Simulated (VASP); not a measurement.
Write the native input for VASP 6.6.1 that does the following.

* Task: single point
* Functional: PBE
* Potentials or basis: VASP PAW PBE potentials, release 64 (W_sv)
* Cutoff: 520 eV
* k mesh: 19 × 19 × 19
* Occupations: fermi-dirac, width 0.05 eV
* Spin: no spin polarisation
* Dipole correction: no
* Further INCAR settings: ALGO = Normal; EDIFF = 1e-07; NBANDS = 13

The structure of W lies in POSCAR:

```
W
1.0
   -1.5646150814      1.5646150814      1.5646150814
    1.5646150814     -1.5646150814      1.5646150814
    1.5646150814      1.5646150814     -1.5646150814
W
1
Direct
    0.0000000000      0.0000000000      0.0000000000
```

This cell differs from its parent crystal: volume scaled by 0.95.

These files were run (other wordings do the same):

INCAR

```
  PREC = Accurate
  ENCUT = 520
  EDIFF = 1E-7
  ISMEAR = -1
  SIGMA = 0.05
  LREAL = F
  LASPH = T
  NELM = 100
  ALGO = Normal
  ISIF = 2
  LWAVE = F
  LCHARG = F
  GGA = PE
  NBANDS = 13
```

KPOINTS

```
regular mesh
0
Gamma
  19 19 19
```

Potentials or basis: VASP PAW PBE potentials, release 64 (W_sv).

The run is started by

```bash
$ cat potpaw_PBE.64/W_sv/POTCAR > POTCAR
$ mpirun -np 1 vasp_std > vasp.out
```

Results of the run:

```
Pressure               : 18.0 GPa
Band gap on the k mesh : zero (band 7 reaches 17.00 eV, above the bottom of band 8 at 10.66 eV)
```

Caveat: spin-orbit coupling is left out, which moves the levels of the heavy elements.

It took 29 s on 1 thread of Intel(R) Xeon(R) Platinum 8488C (Sapphire Rapids), on a shared host, peak memory 0.15 GiB.
